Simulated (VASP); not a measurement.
Runs of VASP 6.6.1 on Co. Symmetry: P6_3/mmc, No. 194, hexagonal system. Conventional cell: a = 2.507 Å, b = 2.507 Å, c = 4.070 Å, α = 90.00°, β = 90.00°, γ = 120.00°. Co (site symmetry -6m2) has 12 Co at 2.50 to 2.51 Å within 3.3 Å. 

| k mesh | gap on the mesh (eV) | pressure (GPa) | moment (μB) |
| --- | --- | --- | --- |
| 5 × 5 × 3 | none | (b) | (a) |
| 6 × 6 × 4 | none | -14.4 | 3.24 |
| 8 × 8 × 5 | none | -13.6 | 3.31 |
| 10 × 10 × 6 | none | -13.7 | 3.30 |
| 13 × 13 × 7 | none | -14.3 | 3.22 |
| 3 × 3 × 2 | none | -4.1 | 4.17 |

Alike in all rows: task single point; level PBEsol; potentials or basis VASP PAW PBE potentials, release 64 (Co); spin collinear, ferromagnetic start; cell as given; cutoff (eV) 520; smearing fermi-dirac 0.1 eV.

Task: Fill in the values left out.

Result: (a) 3.53; (b) -12.0.

Caveats: some runs use coarse meshes; the PAW data sets were made with another functional, which shifts forces and pressure a little.

A gap of «none» marks levels without a gap at the run's occupations.
